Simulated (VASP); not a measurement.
Here is a VASP 6.6.1 calculation.

Contents of INCAR:

```
SYSTEM = BN
ALGO = Normal
EDIFF = 1E-6
ENCUT = 520
GGA = PE
ISIF = 2
ISMEAR = 0
IVDW = 12
LASPH = .TRUE.
LCHARG = .FALSE.
LREAL = .FALSE.
LWAVE = .FALSE.
NBANDS = 26
NELM = 100
PREC = Accurate
SIGMA = 0.05
```

KPOINTS

```
k-points
0
G
  10 10 2
  0 0 0
```

File POSCAR:

```
BN
1.0
   -2.5064381127      0.0000000000      0.0000000000
   -1.2532190563     -2.1706390786      0.0000000000
   -0.9399142923     -0.5426597697     13.2336949040
B N
4 4
Direct
    0.1145833333      0.1145833333      0.8750000000
    0.2395833333      0.2395833333      0.3750000000
    0.6354166667      0.6354166667      0.1250000000
    0.5104166667      0.5104166667      0.6250000000
    0.3020833333      0.3020833333      0.1250000000
    0.1770833333      0.1770833333      0.6250000000
    0.4479166667      0.4479166667      0.8750000000
    0.5729166667      0.5729166667      0.3750000000
```

Potentials or basis: VASP PAW PBE potentials, release 64 (B, N).

Launch:

```sh
$ cat potpaw_PBE.64/B/POTCAR potpaw_PBE.64/N/POTCAR > POTCAR
$ mpirun -np 1 vasp_std > vasp.out
```

Q: What does it give for the band gap on the k mesh?

A: 3.92 eV (least direct gap 4.38 eV).

Q: Estimate the largest force.

A: 0.051 eV/Å.

Q: Predict the pressure.

A: 0.2 GPa.

Forces on the atoms (eV/Å):
```
B    0.005  0.003 -0.050
B    0.000  0.000  0.000
B   -0.005 -0.003  0.050
B    0.000  0.000  0.000
N    0.028  0.016  0.030
N    0.000  0.000  0.000
N   -0.028 -0.016 -0.030
N    0.000  0.000  0.000
```

Caveat: the cell differs from its parent crystal (the part above a cut slid along it). A k mesh can miss the band edges.
